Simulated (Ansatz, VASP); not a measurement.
## Two plane-wave programs on TiAl3

```
Ti Al
1.0
    -1.90760    1.90760    4.27663
     1.90760   -1.90760    4.27663
     1.90760    1.90760   -4.27663
Ti Al
1 3
Direct
  0.00000 0.00000 0.00000
  0.50000 0.50000 0.00000
  0.75000 0.25000 0.50000
  0.25000 0.75000 0.50000
```

Alike in both runs: task single point; functional PBEsol; k mesh 6 × 6 × 6; occupations gaussian, width 0.1 eV; no spin polarisation.

|  | VASP | Ansatz |
| --- | --- | --- |
| version | VASP 6.6.1 | Ansatz 0.2.0 |
| potentials or method | VASP PAW PBE potentials, release 64 (Ti_sv, Al), cutoff 520 eV | scalar-relativistic, plane waves, PAW |
| valence electrons in the cell | 21 | 21 |

```tsv
	VASP	Ansatz	Ansatz less VASP
gap on the k mesh at the Fermi level (eV)	none	none	-
pressure (GPa)	0.1	0.0	-0.12
traceless stress, the component that is largest in VASP (GPa)	0.05	0.06	+0.015
```

VASP's potentials were made for PBE, not for PBEsol, and Ansatz warns of the same on its side. A gap of «none» marks a metal or a gap that the smearing closes. With one functional, cell and mesh, what is left measures potentials, basis and numerics.

The k mesh is coarse, so the values compare programs but aren't converged.
